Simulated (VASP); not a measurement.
Input of a VASP 6.6.1 run:

The input INCAR:

```
SYSTEM = MoW14
PREC     = Accurate       ! precision mode
ENCUT    = 520            ! plane-wave cutoff, eV
EDIFF    = 1E-6           ! SCF threshold, eV
ISMEAR   = 0              ! smearing method
SIGMA    = 0.1            ! smearing width, eV
LREAL    = Auto         
LASPH    = .True.         ! aspherical terms in the spheres
NELM     = 100            ! most SCF steps
ALGO     = Normal         ! electronic algorithm
ISIF     = 2              ! what is computed and relaxed
LWAVE    = .False.        ! write WAVECAR
LCHARG   = .True.         ! write CHGCAR
GGA      = PE             ! functional
LELF     = .True.         ! ELF
LVHAR    = .True.       
NBANDS   = 118            ! bands
```

KPOINTS

```
Automatic mesh
0
Gamma
  3 3 3
  0 0 0
```

The input POSCAR:

```
MoW14
1.0
    6.3200000000      0.0000000000      0.0000000000
    0.0000000000      6.3200000000      0.0000000000
    0.0000000000      0.0000000000      6.3200000000
Mo W
1 14
Direct
    0.1562450949     -0.1557158228     -0.1559113924
    0.5102386076      0.0047481013      0.0045469937
   -0.0041599684      0.4904405063      0.0044284810
   -0.0042643987      0.0047219937      0.4900862342
    0.2482449367      0.2443708861      0.2443620253
    0.4985465190      0.5020689873      0.0005280063
    0.4984248418      0.0007895570      0.5018729430
    0.7506846519      0.2496177215      0.2495952532
   -0.0002579114      0.5020625000      0.5017636076
    0.2534074367      0.7468270570      0.2540120253
    0.2534482595      0.2539985759      0.7468083861
    0.4958175633      0.5046359177      0.5044916139
    0.7557620253      0.7519751582      0.2444625000
    0.7559064873      0.2443469937      0.7520473101
    0.7462623418      0.7468560127      0.7468656646
```

Potentials or basis: VASP PAW PBE potentials, release 64 (Mo_sv, W_sv).

Run with:

```console
$ cat potpaw_PBE.64/Mo_sv/POTCAR potpaw_PBE.64/W_sv/POTCAR > POTCAR
$ mpirun -np 1 vasp_std > vasp.out
```

Problem. What does it give for the largest force?

Solution. 0.032 eV/Å.

Problem. Estimate the pressure.

Solution. 0.5 GPa.

Forces in eV/Å, atoms in the order of the input:
```
Mo  -0.002  0.009  0.001
W   -0.007 -0.012  0.003
W   -0.007 -0.018  0.008
W   -0.003 -0.011  0.003
W    0.009 -0.006 -0.020
W   -0.017 -0.005 -0.011
W   -0.007 -0.024  0.004
W   -0.005  0.024  0.007
W    0.012 -0.004  0.014
W   -0.005  0.019 -0.005
W   -0.009  0.011  0.011
W   -0.011 -0.001  0.009
W    0.025  0.004 -0.019
W    0.022 -0.002 -0.011
W    0.006  0.016  0.005
```
